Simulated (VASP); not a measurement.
A run of VASP 6.6.1 is set up as follows.

Contents of INCAR:

```
SYSTEM = CuO
PREC = Accurate
ENCUT = 520
EDIFF = 1E-6
ISMEAR = -1
SIGMA = 0.05
LREAL = .FALSE.
LASPH = .TRUE.
NELM = 100
ALGO = Normal
ISIF = 2
LWAVE = .FALSE.
LCHARG = .TRUE.
GGA = PE
LELF = .TRUE.
LVHAR = .TRUE.
NBANDS = 25
```

File KPOINTS:

```
Automatic mesh
0
G
  10 10 6
  0 0 0
```

POSCAR

```
CuO
1.0
    0.0000000000     -2.1023544713     -2.1023544713
   -2.1023544713      0.0000000000     -2.1023544713
    2.1023544713      2.1023544713     -4.2047089426
Cu O
2 2
Direct
    0.5038875400      0.4769880100      0.4880064000
    0.0038875400      0.9769880100      0.9880064000
    0.7461124600      0.7730119900      0.7619936000
    0.2461124600      0.2730119900      0.2619936000
```

Potentials or basis: VASP PAW PBE potentials, release 64 (Cu, O).

Launch:

```sh
$ cat potpaw_PBE.64/Cu/POTCAR potpaw_PBE.64/O/POTCAR > POTCAR
$ mpirun -np 1 vasp_std > vasp.out
```

Q: Predict the band gap on the k mesh.

A: Zero (bands 17 and 18 overlap by 1.16 eV).

Q: Predict the pressure.

A: 10.3 GPa.

Forces in eV/Å, atoms in the order of the input:
```
Cu  -0.252  0.360 -1.292
Cu  -0.252  0.360 -1.292
O    0.252 -0.360  1.292
O    0.252 -0.360  1.292
```

Caveat: the stress differs along the axes, from 7 to 16 GPa; semilocal functionals often make such compounds metallic where correlation or magnetic order opens a gap, which also shifts bond lengths; forces of over 1 eV/Å act on the atoms, so gaps and moduli don't describe the material at rest. With open d or f shells a metallic result of PBE can be an artefact of self-interaction; +U or a hybrid may open a gap.
